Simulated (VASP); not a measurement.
# K (I4/mmm) in VASP: further runs

The runs below take K through single point, with PBEsol.

Everything below comes from runs of VASP 6.6.1. Logs are shortened: lines on timing, memory, paths and dates and some standing lists are left out, and cuts for length are marked.

**1. The cell of the first run**

Symmetry: I4/mmm, No. 139, tetragonal system. Conventional cell: a = 4.712 Å, b = 4.712 Å, c = 5.236 Å, α = 90.00°, β = 90.00°, γ = 90.00°. Within 5.6 Å of K (site symmetry 4/mmm) lie 14 K at 4.24 to 5.24 Å.

**2. Single point, PBEsol (strain -0.1000 x Voigt [1, 1, 0, 0, 0, 0])**

Contents of INCAR:

```
  PREC = Accurate
  ENCUT = 520
  EDIFF = 1E-7
  ISMEAR = 0
  SIGMA = 0.15
  LREAL = False
  LASPH = True
  NELM = 100
  ALGO = Normal
  ISIF = 2
  LWAVE = False
  LCHARG = True
  GGA = PS
  LELF = True
  LVHAR = True
  NBANDS = 10
```

Contents of KPOINTS:

```
regular mesh
0
Gamma
  14 14 14
```

Contents of POSCAR:

```
K
1.0
   -2.3562000000      2.3562000000      2.6180000000
    2.3562000000     -2.3562000000      2.6180000000
    2.3562000000      2.3562000000     -2.6180000000
K
1
Direct
    0.0000000000      0.0000000000      0.0000000000
```

Potentials or basis: VASP PAW PBE potentials, release 64 (K_sv).

Started as:

```sh
> cat potpaw_PBE.64/K_sv/POTCAR > POTCAR
> mpirun -np 1 vasp_std > vasp.out
```

OUTCAR:

```text
PREC = Accurate
   ENCUT = 520
   EDIFF = 1E-7
   ISMEAR = 0
   LREAL = False
   LASPH = True
   NELM = 100
   ISIF = 2
   GGA = PS

 ion  position               nearest neighbor table
   1  0.000  0.000  0.000-

  LATTYP: Found a body centered tetragonal cell.
 ALAT       =     4.7124000000
 C/A-ratio  =     1.1111111111

  Lattice vectors:

 A1 = (  -2.3562000000,   2.3562000000,   2.6180000000)
 A2 = (   2.3562000000,  -2.3562000000,   2.6180000000)
 A3 = (   2.3562000000,   2.3562000000,  -2.6180000000)

Analysis of symmetry for initial positions (statically):
=====================================================================
 Subroutine PRICEL returns:
 Original cell was already a primitive cell.

 Routine SETGRP: Setting up the symmetry group for a
 body centered tetragonal supercell.

 Subroutine GETGRP returns: Found 16 space group operations
 (whereof 16 operations were pure point group operations)
 out of a pool of 16 trial point group operations.

The static configuration has the point symmetry D_4h.

Analysis of symmetry for dynamics (positions and initial velocities):
=====================================================================
 Subroutine PRICEL returns:
 Original cell was already a primitive cell.

 Routine SETGRP: Setting up the symmetry group for a
 body centered tetragonal supercell.

 Subroutine GETGRP returns: Found 16 space group operations
 (whereof 16 operations were pure point group operations)
 out of a pool of 16 trial point group operations.

The dynamic configuration has the point symmetry D_4h.

 Subroutine INISYM returns: Found 16 space group operations
 (whereof 16 operations are pure point group operations),
 and found     1 'primitive' translations

----------------------------------------------------------------------------------------

                                     Primitive cell

  volume of cell :      58.1372

  direct lattice vectors                    reciprocal lattice vectors
    -2.356200000  2.356200000  2.618000000     0.000000000  0.212206095  0.190985485
     2.356200000 -2.356200000  2.618000000     0.212206095  0.000000000  0.190985485
     2.356200000  2.356200000 -2.618000000     0.212206095  0.212206095  0.000000000

  length of vectors
     4.237603200  4.237603200  4.237603200     0.285494102  0.285494102  0.300104737

  position of ions in fractional coordinates (direct lattice)
     0.000000000  0.000000000  0.000000000

  ion indices of the primitive-cell ions
   primitive index   ion index
                 1           1

----------------------------------------------------------------------------------------

 KPOINTS: regular mesh

Automatic generation of k-mesh.
 Grid dimensions read from file:
 generate k-points for:   14   14   14

 Generating k-lattice:

  Cartesian coordinates                     Fractional coordinates (reciprocal lattice)
     0.000000000  0.015157578  0.013641820     0.071428571 -0.000000000  0.000000000
     0.015157578  0.000000000  0.013641820    -0.000000000  0.071428571  0.000000000
     0.015157578  0.015157578  0.000000000     0.000000000  0.000000000  0.071428571

  Length of vectors
     0.020392436  0.020392436  0.021436053

  Shift w.r.t. Gamma in fractional coordinates (k-lattice)
     0.000000000  0.000000000  0.000000000

 Subroutine IBZKPT returns following result:
 ===========================================

 Found    244 irreducible k-points:

 Following reciprocal coordinates:
            Coordinates               Weight
  0.000000  0.000000  0.000000      1.000000
  0.071429  0.000000  0.000000      8.000000
  0.142857  0.000000  0.000000      8.000000
  0.214286  0.000000  0.000000      8.000000
  0.285714 -0.000000  0.000000      8.000000
  0.357143  0.000000  0.000000      8.000000
[... 16 lines left out ...]
  0.214286  0.142857  0.000000     16.000000
  0.285714  0.142857  0.000000     16.000000
 [... further k-points ...]
   k-points           NKPTS =    244   k-points in BZ     NKDIM =    244   number of bands    NBANDS=     10
   number of dos      NEDOS =    301   number of ions     NIONS =      1
   total plane-waves  NPLWV =  32768
   dimension x,y,z NGX =    32 NGY =   32 NGZ =   32
   dimension x,y,z NGXF=    64 NGYF=   64 NGZF=   64
   ions per type =               1
   NGX,Y,Z   is equivalent  to a cutoff of  12.55, 12.55, 12.55 a.u.
   NGXF,Y,Z  is equivalent  to a cutoff of  25.11, 25.11, 25.11 a.u.
 SYSTEM =  unknown system
   PREC   = accura    normal or accurate (medium, high low for compatibility)
   ISTART =      0    job   : 0-new  1-cont  2-samecut
   ICHARG =      2    charge: 1-file 2-atom 10-const
   ISPIN  =      1    spin polarized calculation?
   LNONCOLLINEAR =      F non collinear calculations
   LSORBIT =      F    spin-orbit coupling
   LASPH  =      T    aspherical Exc in radial PAW
   ENCUT  =  520.0 eV  38.22 Ry    6.18 a.u.   7.88  7.88  7.88*2*pi/ulx,y,z
   NELM   =    100;   NELMIN=  2; NELMDL= -5     # of ELM steps
   EDIFF  = 0.1E-06   stopping-criterion for ELM
   LREAL  =      F    real-space projection
   EDIFFG = 0.1E-05   stopping-criterion for IOM
   NSW    =      0    number of steps for IOM
   IBRION =     -1    ionic relax: 0-MD 1-quasi-New 2-CG
   NFREE  =      0    steps in history (QN), initial steepest desc. (CG)
   ISIF   =      2    stress and relaxation
   ISYM   =      2    0-nonsym 1-usesym 2-fastsym
   POTIM  = 0.5000    time-step for ionic-motion
   TEBEG  =    0.0;   TEEND  =   0.0 temperature during run
   PSTRESS=    0.0 pullay stress
   NELECT =       9.0000    total number of electrons
   NUPDOWN=      -1.0000    fix difference up-down
   EMIN   =  10.00;   EMAX   =-10.00  energy-range for DOS
   EFERMI =   0.00;   METHOD = LEGACY
   ISMEAR =     0;   SIGMA  =   0.15  broadening in eV -4-tet -1-fermi 0-gaus
   EFERMI_NEDOS =   21; number of points for ismear=-14 and -15
   IALGO  =     38    algorithm
   IMIX   =      4    mixing-type and parameters
     AMIX     =   0.40;   BMIX     =  1.00
     AMIX_MAG =   1.60;   BMIX_MAG =  1.00
  volume/ion in A,a.u.               =      58.14       392.33
  Fermi-wavevector in a.u.,A,eV,Ry     =   0.879031  1.661128 10.513168  0.772696
  Thomas-Fermi vector in A             =   1.999199
   LORBIT       =      0    0 simple, 1 ext, 2 COOP (PROOUT), +10 PAW based schemes
   GGA     = PS    functional components
   LHFCALC =     F    Hartree Fock is set to
   AEXX    =    0.0000 exact exchange contribution
   IVDW    =     0    specifies the selected vdW correction
   LEPSILON=     F    determine dielectric tensor
   LRPA    =     F    only Hartree local field effects (RPA)
 non-spin polarized calculation
 Gauss-broadening in eV      SIGMA  =   0.15
  energy-cutoff  :      520.00
  volume of cell :       58.14
 maximum number of plane-waves:      1584
   NGX = 15   NGY = 15   NGZ = 15

 number of electron       9.0000002 magnetization

 Free energy of the ion-electron system (eV)
  ---------------------------------------------------
  ext. energy  EPLUGINS =         0.00000000
  ---------------------------------------------------
  free energy    TOTEN  =        -1.09987986 eV

  energy without entropy =       -1.09162105  energy(sigma->0) =       -1.09575045

 E-fermi :   0.4051     XC(G=0):  -6.3191

 val. band max:        0.3774382834   @ k =   0.3571   0.0714   0.0714
 cond. band min:       0.4141976604   @ k =  -0.2857  -0.2857   0.0714
 fundamental gap:      0.0367593770
 Fermi energy:         0.4050520244

 k-point     1 :       0.0000    0.0000    0.0000
  band No.  band energies     occupation
      1     -31.4750      2.00000
      2     -14.9578      2.00000
      3     -14.9578      2.00000
      4     -14.9558      2.00000
      5      -2.1084      2.00000
      6       4.7537      0.00000
      7       4.7537      0.00000
      8       5.3144      0.00000
      9       5.5884      0.00000
     10       6.3457      0.00000

 k-point     2 :       0.0714    0.0000    0.0000
  band No.  band energies     occupation
      1     -31.4743      2.00000
      2     -14.9649      2.00000
      3     -14.9599      2.00000
      4     -14.9566      2.00000
      5      -2.0330      2.00000
      6       4.6627      0.00000
      7       4.7515      0.00000
      8       5.2959      0.00000
      9       5.5019      0.00000
     10       6.2763      0.00000

 k-point     3 :       0.1429    0.0000    0.0000
  band No.  band energies     occupation
      1     -31.4726      2.00000
      2     -14.9870      2.00000
      3     -14.9660      2.00000
      4     -14.9568      2.00000
      5      -1.8104      2.00000
      6       4.2973      0.00000
      7       4.6615      0.00000
      8       5.3653      0.00000
      9       5.4423      0.00000
     10       6.1570      0.00000

 k-point     4 :       0.2143    0.0000    0.0000
  band No.  band energies     occupation
      1     -31.4702      2.00000
      2     -15.0185      2.00000
      3     -14.9747      2.00000
      4     -14.9568      2.00000
      5      -1.4512      2.00000
      6       3.7088      0.00000
      7       4.4502      0.00000
      8       5.5120      0.00000
      9       5.6337      0.00000
     10       6.0863      0.00000
[... 222 lines left out ...]
 k-point    22 :       0.1429    0.1429    0.0000
  band No.  band energies     occupation
      1     -31.4690      2.00000
      2     -15.0290      2.00000
      3     -14.9788      2.00000
      4     -14.9609      2.00000
      5      -1.2701      2.00000
      6       3.6019      0.00000
      7       4.1518      0.00000
      8       5.4458      0.00000
      9       5.7557      0.00000
     10       6.3013      0.00000

 k-point    23 :       0.2143    0.1429    0.0000
  band No.  band energies     occupation
      1     -31.4665      2.00000
      2     -15.0552      2.00000
      3     -14.9906      2.00000
      4     -14.9627      2.00000
      5      -0.8121      2.00000
      6       3.0900      0.00000
      7       3.8512      0.00000
      8       5.5761      0.00000
      9       5.9159      0.00000
     10       6.4340      0.00000

 k-point    24 :       0.2857    0.1429    0.0000
  band No.  band energies     occupation
      1     -31.4643      2.00000
      2     -15.0787      2.00000
      3     -15.0021      2.00000
      4     -14.9641      2.00000
      5      -0.2560      2.00000
      6       2.5027      0.00000
      7       3.6332      0.00000
      8       5.5564      0.00000
      9       6.0769      0.00000
     10       6.7433      0.00000

 [... further k-points ...]

------------------------ aborting loop because EDIFF is reached ----------------------------------------

  FORCE on cell =-STRESS in cart. coord.  units (eV):
  Direction    XX          YY          ZZ          XY          YZ          ZX
  --------------------------------------------------------------------------------------
  -------------------------------------------------------------------------------------
  Total        0.3914557      0.3914557      0.3780713      0.0000000      0.0000000      0.0000000
  in kB       10.7879581     10.7879581     10.4191033      0.0000000      0.0000000      0.0000000
  external PRESSURE =      10.6650065 kB  Pullay stress =       0.0000000 kB

 VOLUME and BASIS-vectors are now :
 -----------------------------------------------------------------------------
  energy-cutoff  :      520.00
  volume of cell :       58.14
      direct lattice vectors                 reciprocal lattice vectors
    -2.356200000  2.356200000  2.618000000     0.000000000  0.212206095  0.190985485
     2.356200000 -2.356200000  2.618000000     0.212206095  0.000000000  0.190985485
     2.356200000  2.356200000 -2.618000000     0.212206095  0.212206095  0.000000000

 POSITION                                       TOTAL-FORCE (eV/Angst)
 -----------------------------------------------------------------------------------
      0.00000      0.00000      0.00000        -0.000000     -0.000000      0.000000
 -----------------------------------------------------------------------------------
    total drift:                                0.000000      0.000000     -0.000000

  FREE ENERGIE OF THE ION-ELECTRON SYSTEM (eV)
  ---------------------------------------------------
  free  energy   TOTEN  =        -1.0998798600 eV

  energy  without entropy=       -1.0916210468  energy(sigma->0) =       -1.09575045
```

Run time: 71 s. Hardware: 1 thread of Intel Xeon Platinum 8124M at 3.00GHz (Skylake/Cascade Lake), shared host; peak memory 0.27 GiB.

Results:

```
Free energy : -1.0999 eV
Pressure    : 1.1 GPa
```

Caveat: the cell differs from its parent crystal (strain -0.1000 x Voigt [1, 1, 0, 0, 0, 0]); the PAW data sets were made with another functional, which shifts forces and pressure a little.

**3. Single point, PBEsol (strain -0.0500 x Voigt [1, 1, 0, 0, 0, 0])**

Contents of INCAR:

```
ALGO = Normal
EDIFF = 1E-6
ENCUT = 520
GGA = PS
ISIF = 2
ISMEAR = 0
LASPH = T
LCHARG = T
LELF = T
LREAL = F
LVHAR = T
LWAVE = F
NBANDS = 10
NELM = 100
PREC = Accurate
SIGMA = 0.15
```

Contents of KPOINTS:

```
k-points
0
Gamma
  14 14 14
```

Contents of POSCAR:

```
K
1.0
   -2.4871000000      2.4871000000      2.6180000000
    2.4871000000     -2.4871000000      2.6180000000
    2.4871000000      2.4871000000     -2.6180000000
K
1
Direct
    0.0000000000      0.0000000000      0.0000000000
```

Potentials or basis: VASP PAW PBE potentials, release 64 (K_sv).

Started as:

```sh
> cat potpaw_PBE.64/K_sv/POTCAR > POTCAR
> mpirun -np 1 vasp_std > vasp.out
```

It took 1.7 min on 1 thread of Intel Xeon Platinum 8124M at 3.00GHz (Skylake/Cascade Lake), shared host; peak memory 0.3 GiB.

The run converged. Its results:

- Free energy: -1.1302 eV
- Pressure: 0.4 GPa

Levels at points of the mesh, in eV from the Fermi level:
| k point | band 2 | band 3 | band 4 | band 5 | band 6 | band 7 |
| --- | --- | --- | --- | --- | --- | --- |
| (0.00, 0.00, 0.00) | -15.42 | -15.42 | -15.42 | -2.34 | 4.33 | 4.33 |
| (0.50, 0.00, 0.00) | -15.53 | -15.45 | -15.42 | 0.40 | 0.72 | 3.31 |
| (0.50, 0.50, 0.00) | -15.52 | -15.46 | -15.42 | 0.50 | 0.86 | 3.00 |
| (0.50, 0.50, 0.50) | -15.50 | -15.49 | -15.49 | 1.51 | 1.69 | 3.42 |

Caveat: the cell differs from its parent crystal (strain -0.0500 x Voigt [1, 1, 0, 0, 0, 0]); the PAW data sets were made with another functional, which shifts forces and pressure a little.

**4. Single point, PBEsol (strain -0.0750 x Voigt [1, 1, 0, 0, 0, 0])**

Contents of INCAR:

```
SYSTEM = K
PREC = Accurate
ENCUT = 520
EDIFF = 1E-6
ISMEAR = 0
SIGMA = 0.15
LREAL = .FALSE.
LASPH = .TRUE.
NELM = 100
ALGO = Normal
ISIF = 2
LWAVE = .FALSE.
LCHARG = .FALSE.
GGA = PS
NBANDS = 10
```

Contents of KPOINTS:

```
regular mesh
0
G
  14 14 14
  0 0 0
```

Contents of POSCAR:

```
K
1.0
   -2.4216500000      2.4216500000      2.6180000000
    2.4216500000     -2.4216500000      2.6180000000
    2.4216500000      2.4216500000     -2.6180000000
K
1
Direct
    0.0000000000      0.0000000000      0.0000000000
```

Started as:

```sh
> cat potpaw_PBE.64/K_sv/POTCAR > POTCAR
> mpirun -np 1 vasp_std > vasp.out
```

Wall time 63 s (1 thread of Intel Xeon Platinum 8124M at 3.00GHz (Skylake/Cascade Lake), shared host); peak memory 0.27 GiB.

It converged, with:

| Quantity | Value |
| --- | --- |
| Free energy | -1.1183 eV |
| Pressure | 0.7 GPa |

Levels at points of the mesh, in eV from the Fermi level:
| k point | band 1 | band 2 | band 3 | band 4 | band 5 | band 6 | band 7 | band 8 | band 9 | band 10 |
| --- | --- | --- | --- | --- | --- | --- | --- | --- | --- | --- |
| (0.00, 0.00, 0.00) | -31.90 | -15.39 | -15.39 | -15.39 | -2.43 | 4.34 | 4.34 | 4.75 | 5.21 | 5.77 |
| (0.50, 0.00, 0.00) | -31.89 | -15.52 | -15.43 | -15.39 | 0.37 | 0.73 | 3.38 | 5.06 | 6.09 | 6.76 |
| (0.50, 0.50, 0.00) | -31.89 | -15.52 | -15.43 | -15.40 | 0.52 | 0.96 | 2.90 | 5.53 | 6.26 | 6.28 |
| (0.50, 0.50, 0.50) | -31.88 | -15.49 | -15.47 | -15.47 | 1.41 | 1.70 | 3.36 | 4.32 | 4.32 | 6.73 |

Caveat: the cell differs from its parent crystal (strain -0.0750 x Voigt [1, 1, 0, 0, 0, 0]); the PAW data sets were made with another functional, which shifts forces and pressure a little.

**5. Single point, PBEsol (strain +0.1000 x Voigt [1, 1, 0, 0, 0, 0])**

Contents of INCAR:

```
SYSTEM = K
ALGO = Normal
EDIFF = 1E-6
ENCUT = 520
GGA = PS
ISIF = 2
ISMEAR = 0
LASPH = .True.
LCHARG = .False.
LREAL = .False.
LWAVE = .False.
NBANDS = 10
NELM = 100
PREC = Accurate
SIGMA = 0.15
```

Contents of KPOINTS:

```
k-points
0
Gamma
  14 14 14
  0 0 0
```

Contents of POSCAR:

```
K
1.0
   -2.8798000000      2.8798000000      2.6180000000
    2.8798000000     -2.8798000000      2.6180000000
    2.8798000000      2.8798000000     -2.6180000000
K
1
Direct
    0.0000000000      0.0000000000      0.0000000000
```

Started as:

```sh
> cat potpaw_PBE.64/K_sv/POTCAR > POTCAR
> mpirun -np 1 vasp_std > vasp.out
```

Wall time 95 s (1 thread of Intel Xeon Platinum 8124M at 3.00GHz (Skylake/Cascade Lake), shared host); peak memory 0.34 GiB.

Results (log left out):

- Free energy: -1.1071 eV
- Pressure: -0.5 GPa

Levels at points of the mesh, in eV from the Fermi level:
| k point | band 2 | band 3 | band 4 | band 5 | band 6 | band 7 | band 8 | band 9 |
| --- | --- | --- | --- | --- | --- | --- | --- | --- |
| (0.00, 0.00, 0.00) | -15.64 | -15.64 | -15.64 | -1.94 | 3.83 | 4.29 | 4.29 | 4.64 |
| (0.50, 0.00, 0.00) | -15.68 | -15.66 | -15.64 | 0.51 | 0.69 | 2.93 | 4.54 | 5.21 |
| (0.50, 0.50, 0.00) | -15.68 | -15.65 | -15.64 | 0.29 | 0.48 | 3.44 | 4.36 | 5.23 |
| (0.50, 0.50, 0.50) | -15.67 | -15.67 | -15.66 | 1.60 | 1.83 | 2.74 | 2.74 | 3.74 |

Caveat: the cell differs from its parent crystal (strain +0.1000 x Voigt [1, 1, 0, 0, 0, 0]); the PAW data sets were made with another functional, which shifts forces and pressure a little.

**6. Overview**

```tsv
cell	gap on the mesh (eV)	pressure (GPa)
a = 4.238 Å, angles 112.4, 112.4, 103.7°, 1 atom	none	1.1
a = 4.385 Å, angles 110.9, 110.9, 106.7°, 1 atom	none	0.4
a = 4.311 Å, angles 111.6, 111.6, 105.2°, 1 atom	none	0.7
a = 4.842 Å, angles 107.0, 107.0, 114.5°, 1 atom	none	-0.5
```

Alike in all rows: task single point; level PBEsol; potentials or basis VASP PAW PBE potentials, release 64 (K_sv); no spin polarisation; k mesh 14 × 14 × 14; cutoff (eV) 520; smearing gaussian 0.15 eV.

Caveats: the PAW data sets were made with another functional, which shifts forces and pressure a little.

Total energies depend on the potentials used, so only differences within one code and one set of settings carry meaning.
